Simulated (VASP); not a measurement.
Here is a VASP 6.6.1 calculation.

File INCAR:

```
PREC     = Accurate       # precision mode
ENCUT    = 520            # plane-wave cutoff, eV
EDIFF    = 1E-6           # SCF threshold, eV
ISMEAR   = -1             # smearing method
SIGMA    = 0.05           # smearing width, eV
LREAL    = False          # projectors in reciprocal space
LASPH    = True           # aspherical terms in the spheres
NELM     = 80             # most SCF steps
ALGO     = Normal         # electronic algorithm
ISIF     = 2              # what is computed and relaxed
LWAVE    = False          # write WAVECAR
LCHARG   = False          # write CHGCAR
NBANDS   = 33             # bands
```

The input KPOINTS:

```
Automatic mesh
0
Gamma
  9 9 6
```

File POSCAR:

```
BiPt
1.0
    4.3581501674      0.0000000000      0.0000000000
   -2.1790750837      3.7742687584      0.0000000000
    0.0000000000      0.0000000000      5.4900000000
Bi Pt
2 2
Direct
    0.3333333333      0.6666666667      0.2500000000
    0.6666666667      0.3333333333      0.7500000000
    0.0000000000      0.0000000000      0.0000000000
    0.0000000000      0.0000000000      0.5000000000
```

Potentials or basis: VASP PAW LDA potentials, release 64 (Bi_d, Pt).

The run is started by

```bash
$ cat potpaw_LDA.64/Bi_d/POTCAR potpaw_LDA.64/Pt/POTCAR > POTCAR
$ mpirun -np 1 vasp_std > vasp.out
```

Problem. What does it give for the band gap on the k mesh?

Solution. Zero (bands 25 and 26 overlap by 3.89 eV).

Problem. Estimate the pressure.

Solution. -2.3 GPa.

Stress tensor (GPa, compression positive):
```
-2.20  0.00  0.00
 0.00 -2.20  0.00
 0.00  0.00 -2.48
```

Caveat: the cell differs from its parent crystal (equal xx and yy strain of +1 %); spin-orbit coupling is left out, which moves the levels of the heavy elements.
